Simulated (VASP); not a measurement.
# BN (C2/m) in VASP: notebook

BN is run at these levels: PBE; tasks: single point.

All numbers are computed with VASP 6.6.1; they aren't measurements. Logs are shortened: lines on timing, memory, paths and dates and some standing lists are left out, and cuts for length are marked.

### Step 1. The cell of the first run

The structure is monoclinic, space group C2/m (No. 12). Conventional cell: a = 4.352 Å, b = 2.512 Å, c = 8.345 Å, α = 90.00°, β = 91.72°, γ = 90.00°. B (site symmetry m) has 3 N at 1.45 Å within 1.9 Å. Within 1.9 Å of N (site symmetry m) lie 3 B at 1.45 Å.

### Step 2. Single point, PBE (strain -0.0300 x Voigt [0, 0, 0, 1, 0, 0])

File INCAR:

```
PREC = Accurate
ENCUT = 520
EDIFF = 1E-6
ISMEAR = 0
SIGMA = 0.05
LREAL = F
LASPH = T
NELM = 80
ALGO = Normal
ISIF = 2
LWAVE = F
LCHARG = F
GGA = PE
NBANDS = 16
```

File KPOINTS:

```
regular mesh
0
Gamma
  12 12 4
```

File POSCAR:

```
BN
1.0
    2.5121751215      0.0000000000      0.0000000000
   -1.2560875608      2.1756074740     -0.0326341121
    0.0000000000     -0.1251553651      8.3436910039
B N
2 2
Direct
    0.3333333333      0.6666666667      0.2500000000
    0.6666666667      0.3333333333      0.7500000000
    0.3333333333      0.6666666667      0.7500000000
    0.6666666667      0.3333333333      0.2500000000
```

Potentials or basis: VASP PAW PBE potentials, release 64 (B, N).

Run with:

```sh
cat potpaw_PBE.64/B/POTCAR potpaw_PBE.64/N/POTCAR > POTCAR
mpirun -np 1 vasp_std > vasp.out
```

OUTCAR:

```text
PREC = Accurate
   ENCUT = 520
   EDIFF = 1E-6
   ISMEAR = 0
   LREAL = F
   LASPH = T
   NELM = 80
   ISIF = 2
   GGA = PE

 ion  position               nearest neighbor table
   1  0.333  0.667  0.250-   4 1.45   4 1.45   4 1.45
   2  0.667  0.333  0.750-   3 1.45   3 1.45   3 1.45
   3  0.333  0.667  0.750-   2 1.45   2 1.45   2 1.45
   4  0.667  0.333  0.250-   1 1.45   1 1.45   1 1.45

  LATTYP: Found a base centered monoclinic cell.
 ALAT       =     4.3517044321
 B/A-ratio  =     0.5772853282
 C/A-ratio  =     1.9175543161
 COS(beta)  =    -0.0299932515

  Lattice vectors:

 A1 = (   1.2560875607,   2.1756074740,  -0.0326341121)
 A2 = (  -1.2560875608,   2.1756074740,  -0.0326341121)
 A3 = (   0.0000000000,  -0.1251553651,   8.3436910039)

Analysis of symmetry for initial positions (statically):
=====================================================================
 Subroutine PRICEL returns:
 Original cell was already a primitive cell.

 Routine SETGRP: Setting up the symmetry group for a
 base centered monoclinic supercell.

 Subroutine GETGRP returns: Found  4 space group operations
 (whereof  4 operations were pure point group operations)
 out of a pool of  4 trial point group operations.

The static configuration has the point symmetry C_2h.

Analysis of symmetry for dynamics (positions and initial velocities):
=====================================================================
 Subroutine PRICEL returns:
 Original cell was already a primitive cell.

 Routine SETGRP: Setting up the symmetry group for a
 base centered monoclinic supercell.

 Subroutine GETGRP returns: Found  4 space group operations
 (whereof  4 operations were pure point group operations)
 out of a pool of  4 trial point group operations.

The dynamic configuration has the point symmetry C_2h.

 Subroutine INISYM returns: Found  4 space group operations
 (whereof  4 operations are pure point group operations),
 and found     1 'primitive' translations

----------------------------------------------------------------------------------------

                                     Primitive cell

  volume of cell :      45.5922

  direct lattice vectors                    reciprocal lattice vectors
     2.512175121  0.000000000  0.000000000     0.398061422  0.229872590  0.003448089
    -1.256087561  2.175607474 -0.032634112     0.000000000  0.459745180  0.006896178
     0.000000000 -0.125155365  8.343691004     0.000000000  0.001798170  0.119878007

  length of vectors
     2.512175121  2.512387077  8.344629616     0.459680533  0.459796899  0.119891493

  position of ions in fractional coordinates (direct lattice)
     0.333333333  0.666666667  0.250000000
     0.666666667  0.333333333  0.750000000
     0.333333333  0.666666667  0.750000000
     0.666666667  0.333333333  0.250000000

  ion indices of the primitive-cell ions
   primitive index   ion index
                 1           1
                 2           2
                 3           3
                 4           4

----------------------------------------------------------------------------------------

 KPOINTS: regular mesh

Automatic generation of k-mesh.
 Grid dimensions read from file:
 generate k-points for:   12   12    4

 Generating k-lattice:

  Cartesian coordinates                     Fractional coordinates (reciprocal lattice)
     0.033171785  0.019156049  0.000287341     0.083333333 -0.000000000  0.000000000
     0.000000000  0.038312098  0.000574681     0.000000000  0.083333333  0.000000000
     0.000000000  0.000449543  0.029969502     0.000000000  0.000000000  0.250000000

  Length of vectors
     0.038306711  0.038316408  0.029972873

  Shift w.r.t. Gamma in fractional coordinates (k-lattice)
     0.000000000  0.000000000  0.000000000

 Subroutine IBZKPT returns following result:
 ===========================================

 Found    164 irreducible k-points:

 Following reciprocal coordinates:
            Coordinates               Weight
  0.000000  0.000000  0.000000      1.000000
  0.083333 -0.000000  0.000000      4.000000
  0.166667 -0.000000  0.000000      4.000000
  0.250000 -0.000000  0.000000      4.000000
  0.333333 -0.000000 -0.000000      4.000000
  0.416667 -0.000000 -0.000000      4.000000
[... 16 lines left out ...]
  0.333333  0.166667  0.000000      4.000000
  0.416667  0.166667 -0.000000      4.000000
 [... further k-points ...]
   k-points           NKPTS =    164   k-points in BZ     NKDIM =    164   number of bands    NBANDS=     16
   number of dos      NEDOS =    301   number of ions     NIONS =      4
   total plane-waves  NPLWV =  25600
   dimension x,y,z NGX =    20 NGY =   20 NGZ =   64
   dimension x,y,z NGXF=    40 NGYF=   40 NGZF=  128
   ions per type =               2   2
   NGX,Y,Z   is equivalent  to a cutoff of  13.24, 13.23, 12.75 a.u.
   NGXF,Y,Z  is equivalent  to a cutoff of  26.47, 26.47, 25.50 a.u.
 SYSTEM =  unknown system
   PREC   = accura    normal or accurate (medium, high low for compatibility)
   ISTART =      0    job   : 0-new  1-cont  2-samecut
   ICHARG =      2    charge: 1-file 2-atom 10-const
   ISPIN  =      1    spin polarized calculation?
   LNONCOLLINEAR =      F non collinear calculations
   LSORBIT =      F    spin-orbit coupling
   LASPH  =      T    aspherical Exc in radial PAW
   ENCUT  =  520.0 eV  38.22 Ry    6.18 a.u.   4.67  4.67 15.52*2*pi/ulx,y,z
   NELM   =     80;   NELMIN=  2; NELMDL= -5     # of ELM steps
   EDIFF  = 0.1E-05   stopping-criterion for ELM
   LREAL  =      F    real-space projection
   EDIFFG = 0.1E-04   stopping-criterion for IOM
   NSW    =      0    number of steps for IOM
   IBRION =     -1    ionic relax: 0-MD 1-quasi-New 2-CG
   NFREE  =      0    steps in history (QN), initial steepest desc. (CG)
   ISIF   =      2    stress and relaxation
   ISYM   =      2    0-nonsym 1-usesym 2-fastsym
   POTIM  = 0.5000    time-step for ionic-motion
   TEBEG  =    0.0;   TEEND  =   0.0 temperature during run
   PSTRESS=    0.0 pullay stress
   NELECT =      16.0000    total number of electrons
   NUPDOWN=      -1.0000    fix difference up-down
   EMIN   =  10.00;   EMAX   =-10.00  energy-range for DOS
   EFERMI =   0.00;   METHOD = LEGACY
   ISMEAR =     0;   SIGMA  =   0.05  broadening in eV -4-tet -1-fermi 0-gaus
   EFERMI_NEDOS =   21; number of points for ismear=-14 and -15
   IALGO  =     38    algorithm
   IMIX   =      4    mixing-type and parameters
     AMIX     =   0.40;   BMIX     =  1.00
     AMIX_MAG =   1.60;   BMIX_MAG =  1.00
  volume/ion in A,a.u.               =      11.40        76.92
  Fermi-wavevector in a.u.,A,eV,Ry     =   1.154741  2.182144 18.142367  1.333426
  Thomas-Fermi vector in A             =   2.291375
   LORBIT       =      0    0 simple, 1 ext, 2 COOP (PROOUT), +10 PAW based schemes
   GGA     = PE    functional components
   LHFCALC =     F    Hartree Fock is set to
   AEXX    =    0.0000 exact exchange contribution
   IVDW    =     0    specifies the selected vdW correction
   LEPSILON=     F    determine dielectric tensor
   LRPA    =     F    only Hartree local field effects (RPA)
 non-spin polarized calculation
 Gauss-broadening in eV      SIGMA  =   0.05
  energy-cutoff  :      520.00
  volume of cell :       45.59
 maximum number of plane-waves:      1246
   NGX =  9   NGY =  9   NGZ = 31

 number of electron      15.9999998 magnetization

 Free energy of the ion-electron system (eV)
  ---------------------------------------------------
  ext. energy  EPLUGINS =         0.00000000
  ---------------------------------------------------
  free energy    TOTEN  =       -35.20715652 eV

  energy without entropy =      -35.20715652  energy(sigma->0) =      -35.20715652

 E-fermi :   0.9195     XC(G=0):  -8.5820

 val. band max:        0.6148869390   @ k =   0.3333   0.3333   0.5000
 cond. band min:       5.0014344122   @ k =   0.0000   0.0000   0.0000
 fundamental gap:      4.3865474732
 Fermi energy:         0.9195169183

 k-point     1 :       0.0000    0.0000    0.0000
  band No.  band energies     occupation
      1     -17.0261      2.00000
      2     -16.9851      2.00000
      3      -4.8855      2.00000
      4      -4.2816      2.00000
      5      -0.7467      2.00000
      6      -0.7462      2.00000
[... 8 lines left out ...]
     15      12.1241      0.00000
     16      12.9586      0.00000

 k-point     2 :       0.0833   -0.0000    0.0000
  band No.  band energies     occupation
      1     -16.8930      2.00000
      2     -16.8529      2.00000
      3      -4.7042      2.00000
      4      -4.1075      2.00000
      5      -1.3036      2.00000
      6      -1.3009      2.00000
[... 8 lines left out ...]
     15      12.6941      0.00000
     16      12.7088      0.00000

 k-point     3 :       0.1667   -0.0000    0.0000
  band No.  band energies     occupation
      1     -16.5012      2.00000
      2     -16.4635      2.00000
      3      -4.1677      2.00000
      4      -3.5940      2.00000
      5      -2.7091      2.00000
      6      -2.7029      2.00000
[... 8 lines left out ...]
     15      13.4000      0.00000
     16      14.2865      0.00000

 k-point     4 :       0.2500   -0.0000    0.0000
  band No.  band energies     occupation
      1     -15.8780      2.00000
      2     -15.8445      2.00000
      3      -4.4843      2.00000
      4      -4.4795      2.00000
      5      -3.3045      2.00000
      6      -2.7733      2.00000
[... 8 lines left out ...]
     15      13.7700      0.00000
     16      16.5372      0.00000
[... 324 lines left out ...]
 k-point    22 :       0.2500    0.1667    0.0000
  band No.  band energies     occupation
      1     -14.7712      2.00000
      2     -14.7465      2.00000
      3      -6.2472      2.00000
      4      -6.2405      2.00000
      5      -4.1718      2.00000
      6      -4.1651      2.00000
[... 8 lines left out ...]
     15      14.3508      0.00000
     16      16.0607      0.00000

 k-point    23 :       0.3333    0.1667    0.0000
  band No.  band energies     occupation
      1     -14.0473      2.00000
      2     -14.0316      2.00000
      3      -7.4283      2.00000
      4      -7.4188      2.00000
      5      -4.6903      2.00000
      6      -4.6838      2.00000
[... 8 lines left out ...]
     15      15.0687      0.00000
     16      16.2390      0.00000

 k-point    24 :       0.4167    0.1667   -0.0000
  band No.  band energies     occupation
      1     -13.7121      2.00000
      2     -13.7050      2.00000
      3      -7.9308      2.00000
      4      -7.9199      2.00000
      5      -4.8608      2.00000
      6      -4.8543      2.00000
[... 8 lines left out ...]
     15      14.3876      0.00000
     16      15.9032      0.00000

 [... further k-points ...]
[... 5 lines left out ...]
  --------------------------------------------------------------------------------------
  -------------------------------------------------------------------------------------
  Total        0.0315445      0.0126436     -0.0188286     -0.0000000      0.0034863     -0.0000000
  in kB        1.1085180      0.4443135     -0.6616628     -0.0000000      0.1225142     -0.0000000
  external PRESSURE =       0.2970562 kB  Pullay stress =       0.0000000 kB

 VOLUME and BASIS-vectors are now :
 -----------------------------------------------------------------------------
  energy-cutoff  :      520.00
  volume of cell :       45.59
      direct lattice vectors                 reciprocal lattice vectors
     2.512175121  0.000000000  0.000000000     0.398061422  0.229872590  0.003448089
    -1.256087561  2.175607474 -0.032634112     0.000000000  0.459745180  0.006896178
     0.000000000 -0.125155365  8.343691004     0.000000000  0.001798170  0.119878007

 POSITION                                       TOTAL-FORCE (eV/Angst)
 -----------------------------------------------------------------------------------
     -0.00000      1.41912      2.06417        -0.000000      0.001285     -0.000014
      1.25609      0.63134      6.24689         0.000000     -0.001285      0.000014
     -0.00000      1.35654      6.23601        -0.000000      0.001212     -0.000031
      1.25609      0.69391      2.07504         0.000000     -0.001212      0.000031
 -----------------------------------------------------------------------------------
    total drift:                                0.000000     -0.000000     -0.000000

  FREE ENERGIE OF THE ION-ELECTRON SYSTEM (eV)
  ---------------------------------------------------
  free  energy   TOTEN  =       -35.2071565157 eV

  energy  without entropy=      -35.2071565157  energy(sigma->0) =      -35.20715652
```

It took 86 s on 1 thread of Intel Xeon Platinum 8488C (Sapphire Rapids), shared host; peak memory 0.23 GiB.

Results:

```yaml
Free_energy: -35.2072 eV
Pressure: 0.0 GPa
Band_gap_on_the_k_mesh: 4.39 eV, indirect (least direct gap 4.61 eV)
```

Stress tensor (GPa, compression positive):
```
 0.11  0.00  0.00
 0.00  0.04  0.01
 0.00  0.01 -0.07
```

Levels at points of the mesh, in eV from the valence-band top:
```csv
k point,band 4,band 5,band 6,band 7,band 8,band 9,band 10,band 11,band 12,band 13
"(0.00, 0.00, 0.00)",-4.90,-1.36,-1.36,-1.36,-1.36,4.39,7.76,10.07,11.49,11.49
"(0.50, 0.00, 0.00)",-8.85,-4.13,-4.13,-1.03,-0.79,4.57,5.00,9.41,9.85,12.08
"(0.00, 0.50, 0.00)",-8.86,-4.13,-4.13,-1.03,-0.79,4.57,5.00,9.42,9.85,12.09
"(0.00, 0.00, 0.50)",-5.22,-1.36,-1.36,-1.36,-1.36,5.68,5.68,11.50,11.50,11.50
"(0.50, 0.00, 0.50)",-8.86,-4.13,-4.13,-0.92,-0.90,4.72,4.79,9.68,9.68,12.60
"(0.00, 0.50, 0.50)",-8.86,-4.13,-4.13,-0.93,-0.90,4.69,4.82,9.68,9.68,12.55
```

Caveat: the cell differs from its parent crystal (strain -0.0300 x Voigt [0, 0, 0, 1, 0, 0]); this functional lacks dispersion, which binds the layers, so the pressure and a relaxed spacing across them are unreliable. A k mesh can miss the band edges.

### Step 3. Single point, PBE (strain +0.0150 x Voigt [0, 0, 0, 1, 0, 0])

File INCAR:

```
PREC = Accurate ; ENCUT = 520
EDIFF = 1E-7 ; ISMEAR = 0
SIGMA = 0.05 ; LREAL = False
LASPH = True ; NELM = 60
ALGO = Normal ; ISIF = 2
LWAVE = False ; LCHARG = False
GGA = PE ; NBANDS = 16
```

File KPOINTS:

```
Automatic mesh
0
Gamma
  12 12 4
```

POSCAR, as its differences from that of step 2:

```diff
@@ -3,4 +3,4 @@
     2.5121751215      0.0000000000      0.0000000000
-   -1.2560875608      2.1756074740     -0.0326341121
-    0.0000000000     -0.1251553651      8.3436910039
+   -1.2560875608      2.1756074740      0.0163170561
+    0.0000000000      0.0625776825      8.3436910039
 B N
```

Potentials or basis: VASP PAW PBE potentials, release 64 (B, N).

Run with:

```sh
cat potpaw_PBE.64/B/POTCAR potpaw_PBE.64/N/POTCAR > POTCAR
mpirun -np 1 vasp_std > vasp.out
```

It took 95 s on 1 thread of Intel Xeon Platinum 8488C (Sapphire Rapids), shared host; peak memory 0.23 GiB.

The run converged. Its results:

```yaml
Free_energy: -35.2072 eV
Pressure: 0.0 GPa
Band_gap_on_the_k_mesh: 4.39 eV, indirect (least direct gap 4.63 eV)
```

Stress tensor (GPa, compression positive):
```
 0.12  0.00  0.00
 0.00  0.10 -0.01
 0.00 -0.01 -0.08
```

Levels at points of the mesh, in eV from the valence-band top:
```tsv
k point	band 5	band 6	band 7	band 8	band 9	band 10	band 11	band 12
(0.00, 0.00, 0.00)	-1.36	-1.36	-1.35	-1.35	4.39	7.76	10.07	11.50
(0.50, 0.00, 0.00)	-4.13	-4.12	-1.02	-0.79	4.57	5.01	9.42	9.86
(0.00, 0.50, 0.00)	-4.13	-4.12	-1.02	-0.79	4.57	5.00	9.42	9.86
(0.00, 0.00, 0.50)	-1.35	-1.35	-1.35	-1.35	5.68	5.68	11.51	11.51
(0.50, 0.00, 0.50)	-4.12	-4.12	-0.91	-0.90	4.75	4.78	9.69	9.69
(0.00, 0.50, 0.50)	-4.12	-4.12	-0.91	-0.90	4.73	4.79	9.69	9.69
```

Caveat: the cell differs from its parent crystal (strain +0.0150 x Voigt [0, 0, 0, 1, 0, 0]); this functional lacks dispersion, which binds the layers, so the pressure and a relaxed spacing across them are unreliable. A k mesh can miss the band edges.
